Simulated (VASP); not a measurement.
# V2Co (Fd-3m) in VASP: a series of runs

The runs below take V2Co through single point, relaxation of cell and atoms, with PBE.

Everything below comes from runs of VASP 6.6.1. Logs are shortened: lines on timing, memory, paths and dates and some standing lists are left out, and cuts for length are marked.

**1. The cell of the first run**

It takes space group Fd-3m (No. 227, cubic). The conventional cell has a = 6.613 Å, b = 6.613 Å, c = 6.613 Å, α = 90.00°, β = 90.00°, γ = 90.00°. V (site symmetry -3m) has 6 V at 2.34 Å and 6 Co at 2.74 Å within 3.1 Å. Within 3.6 Å of Co (site symmetry -43m) lie 12 V at 2.74 Å and 4 Co at 2.86 Å.

**2. Single point, PBE, collinear spin, ferromagnetic start**

File INCAR:

```
SYSTEM = V2Co
PREC = Accurate
ENCUT = 520
EDIFF = 1E-6
ISMEAR = 0
SIGMA = 0.1
LREAL = .FALSE.
LASPH = .TRUE.
NELM = 150
ALGO = Normal
ISIF = 2
LWAVE = .FALSE.
LCHARG = .FALSE.
ISPIN = 2
MAGMOM = 2 2 2 2 3 3
LORBIT = 11
LMAXMIX = 4
GGA = PE
NBANDS = 48
```

File KPOINTS:

```
Automatic mesh
0
G
  6 6 6
  0 0 0
```

File POSCAR:

```
V2Co
1.0
    0.0000000000      3.3062828056      3.3062828056
    3.3062828056      0.0000000000      3.3062828056
    3.3062828056      3.3062828056      0.0000000000
V Co
4 2
Direct
    0.6250000000      0.6250000000      0.6250000000
    0.1250000000      0.6250000000      0.6250000000
    0.6250000000      0.6250000000      0.1250000000
    0.6250000000      0.1250000000      0.6250000000
    0.0000000000      0.0000000000      0.0000000000
    0.2500000000      0.2500000000      0.2500000000
```

Potentials or basis: VASP PAW PBE potentials, release 64 (V_sv, Co).

Launch:

```sh
> cat potpaw_PBE.64/V_sv/POTCAR potpaw_PBE.64/Co/POTCAR > POTCAR
> mpirun -np 1 vasp_std > vasp.out
```

OUTCAR:

```text
SYSTEM = V2Co
   PREC = Accurate
   ENCUT = 520
   EDIFF = 1E-6
   ISMEAR = 0
   LREAL = .FALSE.
   LASPH = .TRUE.
   NELM = 150
   ISIF = 2
   ISPIN = 2
   LORBIT = 11
   GGA = PE

 ion  position               nearest neighbor table
   1  0.625  0.625  0.625-   2 2.34   3 2.34   4 2.34   3 2.34   4 2.34   2 2.34   6 2.74   5 2.74
                             6 2.74   5 2.74   6 2.74   5 2.74
   2  0.125  0.625  0.625-   1 2.34   3 2.34   4 2.34   1 2.34   3 2.34   4 2.34   5 2.74   6 2.74
                             5 2.74   5 2.74   6 2.74   6 2.74
   3  0.625  0.625  0.125-   1 2.34   1 2.34   2 2.34   4 2.34   4 2.34   2 2.34   6 2.74   5 2.74
                             6 2.74   5 2.74   6 2.74   5 2.74
   4  0.625  0.125  0.625-   1 2.34   3 2.34   1 2.34   2 2.34   3 2.34   2 2.34   5 2.74   6 2.74
                             5 2.74   6 2.74   6 2.74   5 2.74
   5  0.000  0.000  0.000-   1 2.74   3 2.74   4 2.74   1 2.74   2 2.74   3 2.74   1 2.74   2 2.74
                             4 2.74   2 2.74   3 2.74   4 2.74   6 2.86   6 2.86   6 2.86   6 2.86
   6  0.250  0.250  0.250-   2 2.74   3 2.74   4 2.74   1 2.74   2 2.74   4 2.74   1 2.74   2 2.74
                             3 2.74   1 2.74   3 2.74   4 2.74   5 2.86   5 2.86   5 2.86   5 2.86

  LATTYP: Found a face centered cubic cell.
 ALAT       =     6.6125656112

  Lattice vectors:

 A1 = (   0.0000000000,   3.3062828056,   3.3062828056)
 A2 = (   3.3062828056,   0.0000000000,   3.3062828056)
 A3 = (   3.3062828056,   3.3062828056,   0.0000000000)

Analysis of symmetry for initial positions (statically):
=====================================================================
 Subroutine PRICEL returns:
 Original cell was already a primitive cell.

 Routine SETGRP: Setting up the symmetry group for a
 face centered cubic supercell.

 Subroutine GETGRP returns: Found 48 space group operations
 (whereof 24 operations were pure point group operations)
 out of a pool of 48 trial point group operations.

The static configuration has the point symmetry T_d .
 The point group associated with its full space group is O_h .

Analysis of symmetry for dynamics (positions and initial velocities):
=====================================================================
 Subroutine PRICEL returns:
 Original cell was already a primitive cell.

 Routine SETGRP: Setting up the symmetry group for a
 face centered cubic supercell.

 Subroutine GETGRP returns: Found 48 space group operations
 (whereof 24 operations were pure point group operations)
 out of a pool of 48 trial point group operations.

The dynamic configuration has the point symmetry T_d .
 The point group associated with its full space group is O_h .

Analysis of structural, dynamic, and magnetic symmetry:
=====================================================================
 Subroutine PRICEL returns:
 Original cell was already a primitive cell.

 Routine SETGRP: Setting up the symmetry group for a
 face centered cubic supercell.

 Subroutine GETGRP returns: Found 48 space group operations
 (whereof 24 operations were pure point group operations)
 out of a pool of 48 trial point group operations.

The overall configuration has the point symmetry T_d .
 The point group associated with its full space group is O_h .

 Subroutine INISYM returns: Found 48 space group operations
 (whereof 24 operations are pure point group operations),
 and found     1 'primitive' translations

----------------------------------------------------------------------------------------

                                     Primitive cell

  volume of cell :      72.2853

  direct lattice vectors                    reciprocal lattice vectors
     0.000000000  3.306282806  3.306282806    -0.151227233  0.151227233  0.151227233
     3.306282806  0.000000000  3.306282806     0.151227233 -0.151227233  0.151227233
     3.306282806  3.306282806  0.000000000     0.151227233  0.151227233 -0.151227233

  length of vectors
     4.675789985  4.675789985  4.675789985     0.261933251  0.261933251  0.261933251

  position of ions in fractional coordinates (direct lattice)
     0.625000000  0.625000000  0.625000000
     0.125000000  0.625000000  0.625000000
     0.625000000  0.625000000  0.125000000
     0.625000000  0.125000000  0.625000000
     0.000000000  0.000000000  0.000000000
     0.250000000  0.250000000  0.250000000

  ion indices of the primitive-cell ions
   primitive index   ion index
                 1           1
[... 53 lines left out ...]
   dimension x,y,z NGX =    36 NGY =   36 NGZ =   36
   dimension x,y,z NGXF=    72 NGYF=   72 NGZF=   72
   ions per type =               4   2
   NGX,Y,Z   is equivalent  to a cutoff of  12.80, 12.80, 12.80 a.u.
   NGXF,Y,Z  is equivalent  to a cutoff of  25.60, 25.60, 25.60 a.u.
 SYSTEM =  V2Co
   PREC   = accura    normal or accurate (medium, high low for compatibility)
   ISTART =      0    job   : 0-new  1-cont  2-samecut
   ICHARG =      2    charge: 1-file 2-atom 10-const
   ISPIN  =      2    spin polarized calculation?
   LNONCOLLINEAR =      F non collinear calculations
   LSORBIT =      F    spin-orbit coupling
   LASPH  =      T    aspherical Exc in radial PAW
   ENCUT  =  520.0 eV  38.22 Ry    6.18 a.u.   8.69  8.69  8.69*2*pi/ulx,y,z
   NELM   =    150;   NELMIN=  2; NELMDL= -5     # of ELM steps
   EDIFF  = 0.1E-05   stopping-criterion for ELM
   LREAL  =      F    real-space projection
   EDIFFG = 0.1E-04   stopping-criterion for IOM
   NSW    =      0    number of steps for IOM
   IBRION =     -1    ionic relax: 0-MD 1-quasi-New 2-CG
   NFREE  =      0    steps in history (QN), initial steepest desc. (CG)
   ISIF   =      2    stress and relaxation
   ISYM   =      2    0-nonsym 1-usesym 2-fastsym
   POTIM  = 0.5000    time-step for ionic-motion
   TEBEG  =    0.0;   TEEND  =   0.0 temperature during run
   PSTRESS=    0.0 pullay stress
   NELECT =      70.0000    total number of electrons
   NUPDOWN=      -1.0000    fix difference up-down
   EMIN   =  10.00;   EMAX   =-10.00  energy-range for DOS
   EFERMI =   0.00;   METHOD = LEGACY
   ISMEAR =     0;   SIGMA  =   0.10  broadening in eV -4-tet -1-fermi 0-gaus
   EFERMI_NEDOS =   21; number of points for ismear=-14 and -15
   IALGO  =     38    algorithm
   IMIX   =      4    mixing-type and parameters
     AMIX     =   0.40;   BMIX     =  1.00
     AMIX_MAG =   1.60;   BMIX_MAG =  1.00
  volume/ion in A,a.u.               =      12.05        81.30
  Fermi-wavevector in a.u.,A,eV,Ry     =   1.619661  3.060716 35.692196  2.623302
  Thomas-Fermi vector in A             =   2.713726
   LORBIT       =     11    0 simple, 1 ext, 2 COOP (PROOUT), +10 PAW based schemes
   GGA     = PE    functional components
   LHFCALC =     F    Hartree Fock is set to
   AEXX    =    0.0000 exact exchange contribution
   IVDW    =     0    specifies the selected vdW correction
   LEPSILON=     F    determine dielectric tensor
   LRPA    =     F    only Hartree local field effects (RPA)
 spin polarized calculation
 Gauss-broadening in eV      SIGMA  =   0.10
  energy-cutoff  :      520.00
  volume of cell :       72.29
 maximum number of plane-waves:      1964
   NGX = 17   NGY = 17   NGZ = 17

 number of electron      69.9999951 magnetization       0.0039547

 number of electron      69.9999951 magnetization      -0.0001887

 Free energy of the ion-electron system (eV)
  ---------------------------------------------------
  ext. energy  EPLUGINS =         0.00000000
  ---------------------------------------------------
  free energy    TOTEN  =       -48.57199254 eV

  energy without entropy =      -48.55246331  energy(sigma->0) =      -48.56222793

 E-fermi :  10.3887     XC(G=0): -13.2377

 val. band max:       10.3773180591   @ k =   0.3333   0.0000   0.0000
 cond. band min:      10.4086151084   @ k =   0.3333   0.1667   0.0000
 fundamental gap:      0.0312970493
 Fermi energy:        10.3886690459

 spin component 1

 k-point     1 :       0.0000    0.0000    0.0000
  band No.  band energies     occupation
      1     -53.6331      1.00000
      2     -53.1138      1.00000
      3     -53.1138      1.00000
      4     -53.1138      1.00000
      5     -28.7737      1.00000
      6     -27.7744      1.00000
[... 789 lines left out ...]
     46      13.1781      0.00000
     47      13.6113      0.00000
 Fermi energy:        10.3886690459

 spin component 2

 k-point     1 :       0.0000    0.0000    0.0000
  band No.  band energies     occupation
      1     -53.6332      1.00000
      2     -53.1139      1.00000
      3     -53.1139      1.00000
      4     -53.1139      1.00000
      5     -28.7737      1.00000
      6     -27.7744      1.00000
[... 789 lines left out ...]
     46      13.1781      0.00000
     47      13.6113      0.00000
 [bands above 47 left out]

------------------------ aborting loop because EDIFF is reached ----------------------------------------

  FORCE on cell =-STRESS in cart. coord.  units (eV):
  Direction    XX          YY          ZZ          XY          YZ          ZX
  --------------------------------------------------------------------------------------
  -------------------------------------------------------------------------------------
  Total        4.4627704      4.4627704      4.4627704      0.0000000      0.0000000      0.0000000
  in kB       98.9156793     98.9156793     98.9156793      0.0000000      0.0000000      0.0000000
  external PRESSURE =      98.9156793 kB  Pullay stress =       0.0000000 kB

 VOLUME and BASIS-vectors are now :
 -----------------------------------------------------------------------------
  energy-cutoff  :      520.00
  volume of cell :       72.29
      direct lattice vectors                 reciprocal lattice vectors
     0.000000000  3.306282806  3.306282806    -0.151227233  0.151227233  0.151227233
     3.306282806  0.000000000  3.306282806     0.151227233 -0.151227233  0.151227233
     3.306282806  3.306282806  0.000000000     0.151227233  0.151227233 -0.151227233

 POSITION                                       TOTAL-FORCE (eV/Angst)
 -----------------------------------------------------------------------------------
      4.13285      4.13285      4.13285         0.000000      0.000000      0.000000
      4.13285      2.47971      2.47971         0.000000      0.000000      0.000000
      2.47971      2.47971      4.13285         0.000000      0.000000      0.000000
      2.47971      4.13285      2.47971         0.000000      0.000000      0.000000
      0.00000      0.00000      0.00000        -0.000000     -0.000000     -0.000000
      1.65314      1.65314      1.65314         0.000000      0.000000      0.000000
 -----------------------------------------------------------------------------------
    total drift:                                0.000000      0.000000      0.000000

  FREE ENERGIE OF THE ION-ELECTRON SYSTEM (eV)
  ---------------------------------------------------
  free  energy   TOTEN  =       -48.5719925425 eV

  energy  without entropy=      -48.5524633075  energy(sigma->0) =      -48.56222793

 total charge

# of ion       s       p       d       tot
------------------------------------------
    1        2.388   6.244   3.353  11.985
    2        2.388   6.244   3.353  11.985
    3        2.388   6.244   3.353  11.985
    4        2.388   6.244   3.353  11.985
    5        0.441   0.464   7.231   8.137
    6        0.441   0.464   7.231   8.137
--------------------------------------------------
tot         10.435  25.904  27.875  64.215

 magnetization (x)

# of ion       s       p       d       tot
------------------------------------------
    1        0.000  -0.000   0.000   0.000
    2        0.000  -0.000   0.000   0.000
    3        0.000  -0.000   0.000   0.000
    4        0.000  -0.000   0.000   0.000
    5       -0.000  -0.000  -0.000  -0.000
    6       -0.000  -0.000  -0.000  -0.000
--------------------------------------------------
tot         -0.000  -0.000  -0.000  -0.000
```

Run time: 3.6 min. Hardware: 1 thread of Oxide Virtual Turin-like, shared host; peak memory 0.25 GiB.

Results:

| Property | Result |
| --- | --- |
| Free energy | -48.5720 eV |
| Pressure | 9.9 GPa |
| Band gap on the k mesh | zero (filled and empty bands overlap) |
| Net moment | 0.00 μB per cell |
| Valence electrons inside the program's atomic spheres | V 11.98; Co 8.14 |

Levels at points of the mesh, in eV from the Fermi level:
Spin up:
```csv
k point,band 32,band 33,band 34,band 35,band 36,band 37,band 38,band 39
"(0.00, 0.00, 0.00)",-0.48,-0.48,-0.48,-0.45,-0.45,2.53,2.53,2.53
"(0.50, 0.00, 0.00)",-0.80,-0.80,-0.63,0.05,0.52,0.52,0.74,0.74
"(0.50, 0.50, 0.00)",-0.73,-0.50,-0.50,0.11,0.11,0.60,0.60,1.13
```
Spin down:
```
           k point  band 33  band 34  band 35  band 36  band 37  band 38
(0.00, 0.00, 0.00)    -0.48    -0.48    -0.45    -0.45     2.53     2.53
(0.50, 0.00, 0.00)    -0.80    -0.63     0.05     0.52     0.52     0.74
(0.50, 0.50, 0.00)    -0.50    -0.50     0.11     0.11     0.60     0.60
```

Caveat: the cell stands under pressure; the moments typed at the start vanished in this run.

**3. Relaxation of cell and atoms, PBE**

This run uses another cell than the first one, of 12.62 Å³/atom.

File INCAR:

```
PREC     = Accurate       # precision mode
ENCUT    = 600            # plane-wave cutoff, eV
EDIFF    = 1E-6           # SCF threshold, eV
ISMEAR   = 0              # smearing method
SIGMA    = 0.1            # smearing width, eV
LREAL    = F              # projectors in reciprocal space
LASPH    = T              # aspherical terms in the spheres
NELM     = 60             # most SCF steps
ALGO     = Fast           # electronic algorithm
ISIF     = 3              # what is computed and relaxed
LWAVE    = F              # write WAVECAR
LCHARG   = F              # write CHGCAR
GGA      = PE             # functional
IBRION   = 2              # ionic algorithm
NSW      = 100            # ionic steps
EDIFFG   = -0.01          # ionic threshold
```

File KPOINTS:

```
Automatic mesh
0
Gamma
  10 10 10
```

File POSCAR:

```
V2Co
1.0
    0.0000000000      3.3578944822      3.3578944822
    3.3578944822      0.0000000000      3.3578944822
    3.3578944822      3.3578944822      0.0000000000
V Co
4 2
Direct
    0.1250000000      0.1250000000      0.1250000000
    0.6250000000      0.1250000000      0.1250000000
    0.1250000000      0.1250000000      0.6250000000
    0.1250000000      0.6250000000      0.1250000000
    0.5000000000      0.5000000000      0.5000000000
    0.7500000000      0.7500000000      0.7500000000
```

Potentials or basis: VASP PAW PBE potentials, release 64 (V_sv, Co).

Launch:

```sh
> cat potpaw_PBE.64/V_sv/POTCAR potpaw_PBE.64/Co/POTCAR > POTCAR
> mpirun -np 1 vasp_std > vasp.out
```

Wall time 24 min (1 thread of Oxide Virtual Turin-like, shared host); peak memory 0.31 GiB.

It converged, with:

| Property | Result |
| --- | --- |
| Free energy | -48.6913 eV |
| Relaxed volume | 12.66 Å³/atom |
| Relaxed cell | a = 4.754 Å, b = 4.754 Å, c = 4.754 Å, α = 60.00°, β = 60.00°, γ = 60.00° |
| Space group after relaxing (to 0.1 Å) | Fd-3m (No. 227) |
| Energy gained by relaxing | 0.1 meV/atom |
| Ionic steps | 3 |
| Pressure after relaxing | 0.0 GPa |
| Band gap on the k mesh | zero (bands 35 and 36 overlap by 0.65 eV) |

The path:
```tsv
step	energy change (eV)	largest force (eV/Å)	pressure (GPa)	volume (Å³)
1	0.0000	0.0000	0.62	75.72
2	0.0001	0.0000	-0.73	76.26
3	-0.0005	0.0000	0.03	75.99
```

Final structure:
```
V Co
1.0
     0.00000    3.36181    3.36181
     3.36181    0.00000    3.36181
     3.36181    3.36181    0.00000
V Co
4 2
Direct
  0.12500 0.12500 0.12500
  0.62500 0.12500 0.12500
  0.12500 0.12500 0.62500
  0.12500 0.62500 0.12500
  0.50000 0.50000 0.50000
  0.75000 0.75000 0.75000
```

Levels at points of the mesh, in eV from the Fermi level:
```csv
k point,band 32,band 33,band 34,band 35,band 36,band 37,band 38,band 39
"(0.00, 0.00, 0.00)",-0.42,-0.42,-0.42,-0.39,-0.39,2.43,2.43,2.43
"(0.50, 0.00, 0.00)",-0.70,-0.70,-0.58,0.02,0.52,0.52,0.73,0.73
"(0.50, 0.50, 0.00)",-0.66,-0.45,-0.45,0.13,0.13,0.61,0.61,1.09
```

Caveat: the run has no spin polarisation, though such a crystal can be magnetic. Spin polarisation is off, so any magnetic state and its effect on volume and gap are missing.

The gap in the log of VASP goes by the Fermi energy; the results here count the filled bands.